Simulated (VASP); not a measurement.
## SGe: single point with RPBE

System: SGe, in a box.

```
S Ge
1.0
     9.00000    0.00000    0.00000
     0.00000    9.00000    0.00000
     0.00000    0.00000   12.00000
S Ge
1 1
Direct
  0.50144 0.50233 0.41900
  0.50144 0.50233 0.59334
```

This cell differs from its parent crystal: last atom moved by 0.08 Å along z.

| Quantity | Value |
| --- | --- |
| Program | VASP 6.6.1 |
| Task | single point |
| Functional | RPBE |
| Potentials or basis | VASP PAW PBE potentials, release 64 (S, Ge_d) |
| Cutoff | 400 eV |
| k mesh | 1 × 1 × 1 |
| Occupations | gaussian, width 0.03 eV |
| Spin | no spin polarisation |
| Tolerance level | standard |
| Purpose | energy |
| Further INCAR settings | LREAL = Auto; ALGO = Normal; EDIFF = 1e-06; ISIF = 0 |

```yaml
Largest_force: 1.195 eV/Å
Gap_between_the_frontier_levels: 3.42 eV
```

Forces in eV/Å, atoms in the order of the input:
```
S    0.000  0.000  1.195
Ge   0.000  0.000 -1.195
```

Levels at points of the mesh, in eV from the valence-band top:
| k point | band 6 | band 7 | band 8 | band 9 | band 10 | band 11 | band 12 | band 13 | band 14 |
| --- | --- | --- | --- | --- | --- | --- | --- | --- | --- |
| (0.00, 0.00, 0.00) | -10.52 | -5.02 | -0.19 | 0.00 | 0.00 | 3.42 | 3.42 | 5.86 | 6.22 |

It took 48 s on 1 thread of Intel(R) Xeon(R) Platinum 8259CL CPU @ 2.50GHz (Skylake/Cascade Lake), on a shared host, peak memory 0.54 GiB.

Caveat: the cell differs from its parent crystal (last atom moved by 0.08 Å along z); the PAW data sets were made with another functional, which shifts forces and pressure a little.
